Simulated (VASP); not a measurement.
Crystal: V.

```
V
1.0
    -1.51200    1.51200    1.51200
     1.51200   -1.51200    1.51200
     1.51200    1.51200   -1.51200
V
1
Cartesian
  0.0000 0.0000 0.0000
```

| Quantity | Value |
| --- | --- |
| Program | VASP 6.6.1 |
| Task | relaxation of cell and atoms |
| Functional | LDA |
| Potentials or basis | VASP PAW LDA potentials, release 64 (V_sv) |
| Cutoff | 500 eV |
| k mesh | 15 × 15 × 15 |
| Occupations | fermi-dirac, width 0.1 eV |
| Spin | no spin polarisation |

At the start: pressure -16.7 GPa; volume 13.83 Å³/atom.

**Question.** How do energy, volume and symmetry change on relaxing?

**Answer.** Over 4 steps the energy falls by 69.9 meV/atom and the volume is 12.58 Å³/atom (-9.0 %); space group Im-3m (No. 229, to 0.1 Å) before and after.

The path:
| step | energy change (eV) | largest force (eV/Å) | pressure (GPa) | volume (Å³) |
| --- | --- | --- | --- | --- |
| 1 | 0.0000 | 0.0000 | -16.68 | 13.83 |
| 2 | 0.0608 | 0.0000 | 32.11 | 11.14 |
| 3 | -0.0699 | 0.0000 | -0.60 | 12.61 |
| 4 | -0.0699 | 0.0000 | -0.05 | 12.58 |

Final structure:
```
CELL_PARAMETERS angstrom
-1.46519 1.46519 1.46519
1.46519 -1.46519 1.46519
1.46519 1.46519 -1.46519
ATOMIC_POSITIONS crystal
V 0.00000 0.00000 0.00000
```
